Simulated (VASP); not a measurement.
Write the native input for VASP 6.6.1 that does the following.

| Property | Result |
| --- | --- |
| Task | single point |
| Functional | r2SCAN |
| Potentials or basis | VASP PAW PBE potentials, release 64 (Rb_sv) |
| Cutoff | 520 eV |
| k mesh | 9 × 9 × 6 |
| Occupations | gaussian, width 0.1 eV |
| Spin | no spin polarisation |
| Dipole correction | no |
| Further INCAR settings | ALGO = Normal; EDIFF = 1e-06; NBANDS = 16 |

Rb:

```
CELL_PARAMETERS angstrom
4.98644 0.00000 0.00000
-2.49322 4.31839 0.00000
0.00000 0.00000 8.54336
ATOMIC_POSITIONS crystal
Rb 0.33333 0.66667 0.25000
Rb 0.66667 0.33333 0.75000
```

This cell differs from its parent crystal: biaxial strain in the a-b plane: -2.0 %, then relaxed in part.

The input as run:

POSCAR

```
Rb
1.0
    4.9864428365      0.0000000000      0.0000000000
   -2.4932214182      4.3183861709      0.0000000000
    0.0000000000      0.0000000000      8.5433626758
Rb
2
Direct
    0.3333333333      0.6666666667      0.2500000000
    0.6666666667      0.3333333333      0.7500000000
```

INCAR.step1

```
PREC     = Accurate       # precision mode
ENCUT    = 520            # plane-wave cutoff, eV
ISMEAR   = 0              # smearing method
SIGMA    = 0.1            # smearing width, eV
LREAL    = F              # projectors in reciprocal space
LASPH    = T              # aspherical terms in the spheres
NELM     = 80             # most SCF steps
NBANDS   = 16             # bands
GGA      = PE             # functional
ALGO     = Normal         # electronic algorithm
EDIFF    = 1E-4           # SCF threshold, eV
LWAVE    = T              # write WAVECAR
LCHARG   = F              # write CHGCAR
```

INCAR.step2

```
PREC     = Accurate       # precision mode
ENCUT    = 520            # plane-wave cutoff, eV
EDIFF    = 1E-6           # SCF threshold, eV
ISMEAR   = 0              # smearing method
SIGMA    = 0.1            # smearing width, eV
LREAL    = F              # projectors in reciprocal space
LASPH    = T              # aspherical terms in the spheres
NELM     = 80             # most SCF steps
ALGO     = Normal         # electronic algorithm
ISIF     = 2              # what is computed and relaxed
LWAVE    = F              # write WAVECAR
LCHARG   = F              # write CHGCAR
METAGGA  = R2SCAN         # meta-GGA
LMIXTAU  = T            
NBANDS   = 16             # bands
ISTART   = 1
```

KPOINTS

```
Automatic mesh
0
Gamma
  9 9 6
```

Potentials or basis: VASP PAW PBE potentials, release 64 (Rb_sv).

Launch:

```sh
$ cat potpaw_PBE.64/Rb_sv/POTCAR > POTCAR
$ cp INCAR.step1 INCAR
$ mpirun -np 1 vasp_std > vasp.out
$ cp INCAR.step2 INCAR
$ mpirun -np 1 vasp_std > vasp.out
```

It gave:

| Quantity | Value |
| --- | --- |
| Pressure | 0.1 GPa |
| Band gap on the k mesh | zero (bands 9 and 10 overlap by 2.52 eV) |

Caveat: the cell differs from its parent crystal (biaxial strain in the a-b plane: -2.0 %, then relaxed in part); the PAW data sets were made with another functional, which shifts forces and pressure a little.

It took 13 min on 1 thread of Oxide Virtual Turin-like Processor (shared host), peak memory 0.37 GiB.
